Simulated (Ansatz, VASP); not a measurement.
**Au: VASP beside Ansatz**

```xyz
1
Lattice="-1.6573 1.6573 1.6573 1.6573 -1.6573 1.6573 1.6573 1.6573 -1.6573" Properties=species:S:1:pos:R:3 pbc="T T T"
Au    0.0000    0.0000    0.0000
```

Alike in both runs: task relaxation of cell and atoms; functional PBE0; k mesh 6 × 6 × 6; occupations fermi-dirac, width 0.05 eV; no spin polarisation.

|  | VASP | Ansatz |
| --- | --- | --- |
| version | VASP 6.6.1 | Ansatz 0.2.0 |
| potentials or method | VASP PAW PBE potentials, release 64 (Au) | Ansatz PAW |
| plane-wave cutoff (eV) | 600 | 420 |
| valence electrons in the cell | 11 | 19 |

|  | VASP | Ansatz | Ansatz less VASP |
| --- | --- | --- | --- |
| gap on the k mesh at the Fermi level, each at its own relaxed structure (eV) | none | none | - |
| relaxed volume (Å³/atom) | 17.65 | 17.65 | -0.002 |
| relaxed cell length with the largest relative difference (Å) | 2.841 | 2.841 | -0.0001 |

A gap of «none» marks a metal or a gap that the smearing closes. VASP's potentials hold 11 valence electrons a cell and Ansatz's 19, so a difference there can come from the potentials and not from the codes.

The k mesh is coarse, so the values compare programs but aren't converged. Neither program's run includes spin-orbit coupling. Noted on Ansatz's run: the plane-wave basis is chosen anew once the cell has moved, so the energies of steps on either side of that aren't comparable.
